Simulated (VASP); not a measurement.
Runs of VASP 6.6.1 on Zn2C. The structure is that of space group Fm-3m (No. 225), or close to it. The cells are those of the table. 

```csv
level,cell,smearing,gap on the mesh (eV),pressure (GPa),largest force (eV/Å)
r2SCAN,"a = 3.457 Å, angles 60.0°, 3 atoms",gaussian 0.01 eV,0.81,35.1,-
r2SCAN,"a = 3.560 Å, angles 61.6°, 3 atoms",fermi-dirac 0.02 eV,0.18,6.8,0.01
PBE,"a = 3.560 Å, angles 61.6°, 3 atoms",fermi-dirac 0.02 eV,(b),11.1,0.01
r2SCAN,"a = 3.646, b = 3.593, c = 3.593 Å, angles 61.0, 59.5, 59.5°, 3 atoms",fermi-dirac 0.02 eV,(a),5.5,-
PBE,"a = 3.646, b = 3.593, c = 3.593 Å, angles 61.0, 59.5, 59.5°, 3 atoms",fermi-dirac 0.02 eV,0.07,(c),-
```

Alike in all rows: task single point; potentials or basis VASP PAW PBE potentials, release 64 (C, Zn); no spin polarisation; k mesh 8 × 8 × 8; cutoff (eV) 520.

Question: Fill in the values left out.

Answer: (a) 0.15; (b) 0.04; (c) 9.9.

Caveats: the cell stands under pressure; the PAW data sets were made with another functional, which shifts forces and pressure a little (at least some runs).

A k mesh can miss the band edges.
